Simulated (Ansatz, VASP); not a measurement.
## Two plane-wave programs on AlGa3N4

```
Al Ga N
1.0
     4.78031    0.00000    0.00000
     0.00000    4.46758    0.00000
     0.00000    0.00000    4.46758
Al Ga N
1 3 4
Cartesian
  0.0000 0.0000 0.0000
  2.3902 2.2338 0.0000
  2.3902 0.0000 2.2338
  0.0000 2.2338 2.2338
  3.6094 3.3732 1.0943
  3.6094 1.0943 3.3732
  1.1710 3.3732 3.3732
  1.1710 1.0943 1.0943
```

Change from the starting cell: mode 4 frozen in at +0.000 Å, normal strain along x +0.0700.

Alike in both runs: task single point; functional PBEsol; k mesh 6 × 6 × 6; occupations gaussian, width 0.05 eV; no spin polarisation.

```csv
,VASP,Ansatz
version,VASP 6.6.1,Ansatz 0.2.0
potentials or method,"VASP PAW PBE potentials, release 64 (Al, Ga_d, N), cutoff 520 eV","scalar-relativistic, plane waves, PAW"
valence electrons in the cell,62,62
```

|  | VASP | Ansatz | Ansatz less VASP |
| --- | --- | --- | --- |
| gap on the k mesh at the Fermi level (eV) | 1.71 | 1.70 | -0.012 |
| least direct gap on the mesh (eV) | 1.71 | 1.70 | -0.012 |
| pressure (GPa) | -11.6 | -11.4 | +0.13 |
| traceless stress, the component that is largest in VASP (GPa) | -6.78 | -6.75 | +0.027 |
| rms of the force components (eV/Å) | 0.022 | 0.022 | +0.0001 |

VASP's potentials were made for PBE, not for PBEsol, and Ansatz warns of the same on its side. Atom by atom the forces differ by 0.002 eV/Å (rms over components).
